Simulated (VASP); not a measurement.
# SnSe2 (P-3m1) in VASP: single point with HSE06

Aim: the single point of SnSe2 with HSE06.

Program: VASP 6.6.1. These are calculated values, not measurements. Logs are shortened: lines on timing, memory, paths and dates and some standing lists are left out, and cuts for length are marked.

### 1 The cell of the first run

The structure is trigonal, space group P-3m1 (No. 164). The conventional cell has a = 3.825 Å, b = 3.825 Å, c = 6.227 Å, α = 90.00°, β = 90.00°, γ = 120.00°. Within 3.6 Å of Sn (site symmetry -3m) lie 6 Se at 2.71 Å. Within 3.6 Å of Se (site symmetry 3m) lie 3 Sn at 2.71 Å.

### 2 Single point, HSE06

Input file POSCAR:

```
SnSe2
1.0
    3.8251493298      0.0000000000      0.0000000000
   -1.9125746649      3.3126764929      0.0000000000
    0.0000000000      0.0000000000      6.2270790644
Sn Se
1 2
Direct
    0.0000000000      0.0000000000      0.0000000000
    0.3333333333      0.6666666667      0.2530782229
    0.6666666667      0.3333333333      0.7469217771
```

Input file INCAR.step1:

```
PREC = Accurate
ENCUT = 400
EDIFF = 1E-5
ISMEAR = 0
SIGMA = 0.01
LREAL = F
LASPH = T
NELM = 120
ALGO = Normal
ISIF = 2
LWAVE = T
GGA = PE
NBANDS = 20
GGA_COMPAT = F
```

Input file INCAR.step2:

```
PREC = Accurate
ENCUT = 400
EDIFF = 1E-6
ISMEAR = 0
SIGMA = 0.01
LREAL = F
LASPH = T
NELM = 120
ALGO = Normal
ISIF = 2
LWAVE = F
LCHARG = T
GGA = PE
LHFCALC = T
HFSCREEN = 0.2079
PRECFOCK = Normal
LELF = T
LVHAR = T
ISTART = 1
NBANDS = 20
GGA_COMPAT = F
```

Input file KPOINTS:

```
regular mesh
0
Gamma
  6 6 2
```

Potentials or basis: VASP PAW PBE potentials, release 64 (Sn_d, Se).

Command:

```
> cat potpaw_PBE.64/Sn_d/POTCAR potpaw_PBE.64/Se/POTCAR > POTCAR
> cp INCAR.step1 INCAR
> mpirun -np 1 vasp_std > vasp.out
> cp INCAR.step2 INCAR
> mpirun -np 1 vasp_std > vasp.out
```

OUTCAR:

```text
PREC = Accurate
   ENCUT = 400
   EDIFF = 1E-6
   ISMEAR = 0
   LREAL = F
   LASPH = T
   NELM = 120
   ISIF = 2
   GGA = PE
   LHFCALC = T
   HFSCREEN = 0.2079
   PRECFOCK = Normal
   ISTART = 1

 ion  position               nearest neighbor table
   1  0.000  0.000  0.000-   2 2.71   3 2.71   3 2.71   2 2.71   3 2.71   2 2.71
   2  0.333  0.667  0.253-   1 2.71   1 2.71   1 2.71
   3  0.667  0.333  0.747-   1 2.71   1 2.71   1 2.71

  LATTYP: Found a hexagonal cell.
 ALAT       =     3.8251493298
 C/A-ratio  =     1.6279309714

  Lattice vectors:

 A1 = (   3.8251493298,   0.0000000000,   0.0000000000)
 A2 = (  -1.9125746649,   3.3126764929,   0.0000000000)
 A3 = (   0.0000000000,   0.0000000000,   6.2270790644)

Analysis of symmetry for initial positions (statically):
=====================================================================
 Subroutine PRICEL returns:
 Original cell was already a primitive cell.

 Routine SETGRP: Setting up the symmetry group for a
 hexagonal supercell.

 Subroutine GETGRP returns: Found 12 space group operations
 (whereof 12 operations were pure point group operations)
 out of a pool of 24 trial point group operations.

The static configuration has the point symmetry D_3d.

Analysis of symmetry for dynamics (positions and initial velocities):
=====================================================================
 Subroutine PRICEL returns:
 Original cell was already a primitive cell.

 Routine SETGRP: Setting up the symmetry group for a
 hexagonal supercell.

 Subroutine GETGRP returns: Found 12 space group operations
 (whereof 12 operations were pure point group operations)
 out of a pool of 24 trial point group operations.

The dynamic configuration has the point symmetry D_3d.

 Subroutine INISYM returns: Found 12 space group operations
 (whereof 12 operations are pure point group operations),
 and found     1 'primitive' translations

----------------------------------------------------------------------------------------

                                     Primitive cell

  volume of cell :      78.9063

  direct lattice vectors                    reciprocal lattice vectors
     3.825149330  0.000000000  0.000000000     0.261427702  0.150935354  0.000000000
    -1.912574665  3.312676493  0.000000000     0.000000000  0.301870709  0.000000000
     0.000000000  0.000000000  6.227079064     0.000000000  0.000000000  0.160588936

  length of vectors
     3.825149330  3.825149330  6.227079064     0.301870709  0.301870709  0.160588936

  position of ions in fractional coordinates (direct lattice)
     0.000000000  0.000000000  0.000000000
     0.333333333  0.666666667  0.253078223
     0.666666667  0.333333333  0.746921777

  ion indices of the primitive-cell ions
   primitive index   ion index
                 1           1
                 2           2
                 3           3

----------------------------------------------------------------------------------------

 KPOINTS: regular mesh

Automatic generation of k-mesh.
 Grid dimensions read from file:
 generate k-points for:    6    6    2

 Generating k-lattice:

  Cartesian coordinates                     Fractional coordinates (reciprocal lattice)
     0.043571284  0.025155892  0.000000000     0.166666667  0.000000000  0.000000000
     0.000000000  0.050311785  0.000000000     0.000000000  0.166666667  0.000000000
     0.000000000  0.000000000  0.080294468     0.000000000  0.000000000  0.500000000

  Length of vectors
     0.050311785  0.050311785  0.080294468

  Shift w.r.t. Gamma in fractional coordinates (k-lattice)
     0.000000000  0.000000000  0.000000000

 Subroutine IBZKPT returns following result:
 ===========================================

 Found     14 irreducible k-points:

 Following reciprocal coordinates:
            Coordinates               Weight
  0.000000  0.000000  0.000000      1.000000
  0.166667  0.000000  0.000000      6.000000
  0.333333  0.000000  0.000000      6.000000
  0.500000 -0.000000  0.000000      3.000000
  0.166667  0.166667  0.000000      6.000000
  0.333333  0.166667  0.000000     12.000000
  0.333333  0.333333  0.000000      2.000000
  0.000000  0.000000  0.500000      1.000000
  0.166667  0.000000  0.500000      6.000000
  0.333333  0.000000  0.500000      6.000000
  0.500000 -0.000000  0.500000      3.000000
  0.166667  0.166667  0.500000      6.000000
  0.333333  0.166667  0.500000     12.000000
  0.333333  0.333333  0.500000      2.000000
   k-points           NKPTS =     14   k-points in BZ     NKDIM =     72   number of bands    NBANDS=     20
   number of dos      NEDOS =    301   number of ions     NIONS =      3
   total plane-waves  NPLWV =  32928
   dimension x,y,z NGX =    28 NGY =   28 NGZ =   42
   dimension x,y,z NGXF=    56 NGYF=   56 NGZF=   84
   ions per type =               1   2
   NGX,Y,Z   is equivalent  to a cutoff of  12.17, 12.17, 11.21 a.u.
   NGXF,Y,Z  is equivalent  to a cutoff of  24.34, 24.34, 22.43 a.u.
 SYSTEM =  unknown system
   PREC   = accura    normal or accurate (medium, high low for compatibility)
   ISTART =      1    job   : 0-new  1-cont  2-samecut
   ICHARG =      0    charge: 1-file 2-atom 10-const
   ISPIN  =      1    spin polarized calculation?
   LNONCOLLINEAR =      F non collinear calculations
   LSORBIT =      F    spin-orbit coupling
   LASPH  =      T    aspherical Exc in radial PAW
   ENCUT  =  400.0 eV  29.40 Ry    5.42 a.u.   6.24  6.24 10.15*2*pi/ulx,y,z
   NELM   =    120;   NELMIN=  2; NELMDL=  0     # of ELM steps
   EDIFF  = 0.1E-05   stopping-criterion for ELM
   LREAL  =      F    real-space projection
   EDIFFG = 0.1E-04   stopping-criterion for IOM
   NSW    =      0    number of steps for IOM
   IBRION =     -1    ionic relax: 0-MD 1-quasi-New 2-CG
   NFREE  =      0    steps in history (QN), initial steepest desc. (CG)
   ISIF   =      2    stress and relaxation
   ISYM   =      3    0-nonsym 1-usesym 2-fastsym
   POTIM  = 0.5000    time-step for ionic-motion
   TEBEG  =    0.0;   TEEND  =   0.0 temperature during run
   PSTRESS=    0.0 pullay stress
   NELECT =      26.0000    total number of electrons
   NUPDOWN=      -1.0000    fix difference up-down
   EMIN   =  10.00;   EMAX   =-10.00  energy-range for DOS
   EFERMI =   0.00;   METHOD = LEGACY
   ISMEAR =     0;   SIGMA  =   0.01  broadening in eV -4-tet -1-fermi 0-gaus
   EFERMI_NEDOS =   21; number of points for ismear=-14 and -15
   IALGO  =     38    algorithm
   IMIX   =      1    mixing-type and parameters
     AMIX     =   0.40;   BMIX     =  1.00
     AMIX_MAG =   1.60;   BMIX_MAG =  1.00
  volume/ion in A,a.u.               =      26.30       177.50
  Fermi-wavevector in a.u.,A,eV,Ry     =   1.130738  2.136785 17.395982  1.278569
  Thomas-Fermi vector in A             =   2.267435
   LORBIT       =      0    0 simple, 1 ext, 2 COOP (PROOUT), +10 PAW based schemes
   GGA     = PE    functional components
   LHFCALC =     T    Hartree Fock is set to
   PRECFOCK=normal    Normal, Fast or Accurate (Low or Medium for compatibility)
   ENCUT4O =  -1.0   cutoff for four orbital integrals eV
   NKREDX  =     1    reduce k-point grid by
   NKREDY  =     1    reduce k-point grid by
   NKREDZ  =     1    reduce k-point grid by
   AEXX    =    0.2500 exact exchange contribution
   HFSCREEN=    0.2079 screening length (either q_TF or 0.3 A-1)
   HFSCREENC=   0.2079 screening length for correlation (either q_TF or 0.3 A-1)
   ENCUTFOCK=  -1.0 apply spherical cutoff to Coloumb kernel
   IVDW    =     0    specifies the selected vdW correction
   LEPSILON=     F    determine dielectric tensor
   LRPA    =     F    only Hartree local field effects (RPA)
 non-spin polarized calculation
 Gauss-broadening in eV      SIGMA  =   0.01
  energy-cutoff  :      400.00
  volume of cell :       78.91
 maximum number of plane-waves:      1448
 NGX is ok and might be reduce to    28
  NGX = 20; NGY = 20; NGZ = 32

 number of electron      25.9999995 magnetization

 Free energy of the ion-electron system (eV)
  ---------------------------------------------------
  ext. energy  EPLUGINS =         0.00000000
  ---------------------------------------------------
  free energy    TOTEN  =       -14.54677161 eV

  energy without entropy =      -14.54677161  energy(sigma->0) =      -14.54677161

 E-fermi :   3.4434     XC(G=0):  -7.7976

 val. band max:        3.3602552780   @ k =   0.1667   0.0000   0.0000
 cond. band min:       4.7851712870   @ k =   0.5000  -0.0000   0.5000
 fundamental gap:      1.4249160090
 Fermi energy:         3.4433872870

 k-point     1 :       0.0000    0.0000    0.0000
  band No.  band energies     occupation
      1     -19.8895      2.00000
      2     -19.8895      2.00000
      3     -19.8366      2.00000
      4     -19.8266      2.00000
      5     -19.8266      2.00000
      6     -11.6874      2.00000
[... 12 lines left out ...]
     19      13.3891      0.00000
     20      13.3891      0.00000

 k-point     2 :       0.1667    0.0000    0.0000
  band No.  band energies     occupation
      1     -19.9029      2.00000
      2     -19.8823      2.00000
      3     -19.8335      2.00000
      4     -19.8273      2.00000
      5     -19.8236      2.00000
      6     -11.3946      2.00000
[... 12 lines left out ...]
     19      12.6183      0.00000
     20      13.6908      0.00000

 k-point     3 :       0.3333    0.0000    0.0000
  band No.  band energies     occupation
      1     -19.9321      2.00000
      2     -19.8735      2.00000
      3     -19.8426      2.00000
      4     -19.8117      2.00000
      5     -19.8111      2.00000
      6     -10.6164      2.00000
[... 12 lines left out ...]
     19      13.4538      0.00000
     20      14.2229      0.00000

 k-point     4 :       0.5000   -0.0000    0.0000
  band No.  band energies     occupation
      1     -19.9471      2.00000
      2     -19.8718      2.00000
      3     -19.8471      2.00000
      4     -19.8031      2.00000
      5     -19.8025      2.00000
      6      -9.9485      2.00000
[... 199 lines left out ...]
 k-point    13 :       0.3333    0.1667    0.5000
  band No.  band energies     occupation
      1     -19.9331      2.00000
      2     -19.8838      2.00000
      3     -19.8386      2.00000
      4     -19.8138      2.00000
      5     -19.8026      2.00000
      6      -9.9048      2.00000
[... 12 lines left out ...]
     19      12.7642      0.00000
     20      14.2064      0.00000

 k-point    14 :       0.3333    0.3333    0.5000
  band No.  band energies     occupation
      1     -19.9108      2.00000
      2     -19.9108      2.00000
      3     -19.8228      2.00000
      4     -19.8228      2.00000
      5     -19.8057      2.00000
      6      -9.4624      2.00000
[... 12 lines left out ...]
     19      13.5761      0.00000
     20      13.5839      0.00000

------------------------ aborting loop because EDIFF is reached ----------------------------------------

  FORCE on cell =-STRESS in cart. coord.  units (eV):
  Direction    XX          YY          ZZ          XY          YZ          ZX
  --------------------------------------------------------------------------------------
  -------------------------------------------------------------------------------------
  Total       -0.0007865     -0.0007865     -0.1239153      0.0000000     -0.0000000      0.0000000
  in kB       -0.0159702     -0.0159702     -2.5160764      0.0000000     -0.0000000      0.0000000
  external PRESSURE =      -0.8493389 kB  Pullay stress =       0.0000000 kB

 VOLUME and BASIS-vectors are now :
 -----------------------------------------------------------------------------
  energy-cutoff  :      400.00
  volume of cell :       78.91
      direct lattice vectors                 reciprocal lattice vectors
     3.825149330  0.000000000  0.000000000     0.261427702  0.150935354  0.000000000
    -1.912574665  3.312676493  0.000000000     0.000000000  0.301870709  0.000000000
     0.000000000  0.000000000  6.227079064     0.000000000  0.000000000  0.160588936

 POSITION                                       TOTAL-FORCE (eV/Angst)
 -----------------------------------------------------------------------------------
      0.00000      0.00000      0.00000         0.000000      0.000000      0.000000
     -0.00000      2.20845      1.57594         0.000000     -0.000000     -0.230663
      1.91257      1.10423      4.65114        -0.000000      0.000000      0.230663
 -----------------------------------------------------------------------------------
    total drift:                               -0.000000     -0.000001     -0.000002

  FREE ENERGIE OF THE ION-ELECTRON SYSTEM (eV)
  ---------------------------------------------------
  free  energy   TOTEN  =       -14.5467716136 eV

  energy  without entropy=      -14.5467716136  energy(sigma->0) =      -14.54677161
```

Wall time 30 min (1 thread of Intel Xeon Platinum 8259CL at 2.50GHz (Skylake/Cascade Lake), shared host); peak memory 0.29 GiB.

Results:

| Item | Value |
| --- | --- |
| Free energy | -14.5468 eV |
| Pressure | -0.1 GPa |
| Largest force | 0.231 eV/Å |
| Band gap on the k mesh | 1.42 eV (least direct gap 1.92 eV) |

Forces in eV/Å, atoms in the order of the input:
```
Sn   0.000  0.000  0.000
Se   0.000  0.000 -0.231
Se   0.000  0.000  0.231
```

Levels at points of the mesh, in eV from the valence-band top:
| k point | band 11 | band 12 | band 13 | band 14 | band 15 | band 16 |
| --- | --- | --- | --- | --- | --- | --- |
| (0.00, 0.00, 0.00) | -0.26 | -0.26 | -0.12 | 1.80 | 3.93 | 5.63 |
| (0.50, 0.00, 0.00) | -2.65 | -1.26 | -0.24 | 1.82 | 4.65 | 6.24 |
| (0.00, 0.00, 0.50) | -0.69 | -0.09 | -0.09 | 3.28 | 3.85 | 5.34 |
| (0.50, 0.00, 0.50) | -2.12 | -0.86 | -0.66 | 1.42 | 5.06 | 5.66 |

Caveat: the k points lie up to 0.50 Å⁻¹ apart; the PAW data sets were made with another functional, which shifts forces and pressure a little; spin-orbit coupling is left out, which moves the levels of the heavy elements; this functional lacks dispersion, which binds the layers, so the pressure and a relaxed spacing across them are unreliable. A k mesh can miss the band edges.
